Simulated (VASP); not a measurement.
Wanted: the native input for a VASP 6.6.1 run.

| Item | Value |
| --- | --- |
| Task | single point |
| Functional | LDA |
| Potentials or basis | VASP PAW LDA potentials, release 64 (Cd) |
| Cutoff | 520 eV |
| k mesh | 14 × 14 × 14 |
| Occupations | fermi-dirac, width 0.1 eV |
| Spin | no spin polarisation |
| Dipole correction | no |
| Further INCAR settings | ALGO = Normal; EDIFF = 1e-06; NBANDS = 12 |

The structure of Cd lies in POSCAR:

```
Cd
1.0
   -1.7417282086      1.7417282086      1.7417282086
    1.7417282086     -1.7417282086      1.7417282086
    1.7417282086      1.7417282086     -1.7417282086
Cd
1
Direct
    0.0000000000      0.0000000000      0.0000000000
```

This cell differs from its parent crystal: volume scaled by 1.04.

These files were run (other wordings do the same):

INCAR

```
SYSTEM = Cd
PREC = Accurate
ENCUT = 520
EDIFF = 1E-6
ISMEAR = -1
SIGMA = 0.1
LREAL = .FALSE.
LASPH = .TRUE.
NELM = 80
ALGO = Normal
ISIF = 2
LWAVE = .FALSE.
LCHARG = .FALSE.
GGA = CA
NBANDS = 12
```

KPOINTS

```
regular mesh
0
G
  14 14 14
  0 0 0
```

Potentials or basis: VASP PAW LDA potentials, release 64 (Cd).

Launch:

```console
$ cat potpaw_LDA.64/Cd/POTCAR > POTCAR
$ mpirun -np 1 vasp_std > vasp.out
```

It gave:

```yaml
Pressure: -1.9 GPa
Band_gap_on_the_k_mesh: zero (band 6 reaches 6.31 eV, above the bottom of band 7 at 2.01 eV)
```

Run time: 6.5 s on 1 thread of Intel(R) Xeon(R) 6975P-C (Granite Rapids), on a shared host, peak memory 0.14 GiB.
